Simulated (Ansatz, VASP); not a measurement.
As2Se: VASP beside Ansatz

```xyz
6
Lattice="-3.5142 3.5142 2.6218 3.5142 -3.5142 2.6218 3.5142 3.5142 -2.6218" Properties=species:S:1:pos:R:3 pbc="T T T"
As    0.0000    5.2713    0.6555
As    0.0000    1.7571    0.6555
As    1.7571    3.5142    1.9664
As   -1.7571    3.5142    1.9664
Se    0.0000    0.0000    2.6218
Se    3.5142    0.0000    1.3109
```

Alike in both runs: functional r2SCAN; k mesh 8 × 8 × 8; occupations gaussian, width 0.1 eV; no spin polarisation.

Ansatz relaxed the structure, and its values are those at the end. VASP's run is a single point on that final structure, the one shown.

|  | VASP | Ansatz |
| --- | --- | --- |
| version | VASP 6.6.1 | Ansatz 0.2.0 |
| potentials or method | VASP PAW PBE potentials, release 64 (As, Se), cutoff 520 eV | scalar-relativistic, plane waves, PAW |
| valence electrons in the cell | 32 | 92 |

```csv
,VASP,Ansatz,Ansatz less VASP
gap on the k mesh at the Fermi level (eV),none,none,-
pressure (GPa),-0.1,0.0,+0.07
```

VASP's potentials were made for PBE, not for r2SCAN. A gap of «none» marks a metal or a gap that the smearing closes. VASP's potentials hold 32 valence electrons a cell and Ansatz's 92, so a difference there can come from the potentials and not from the codes.
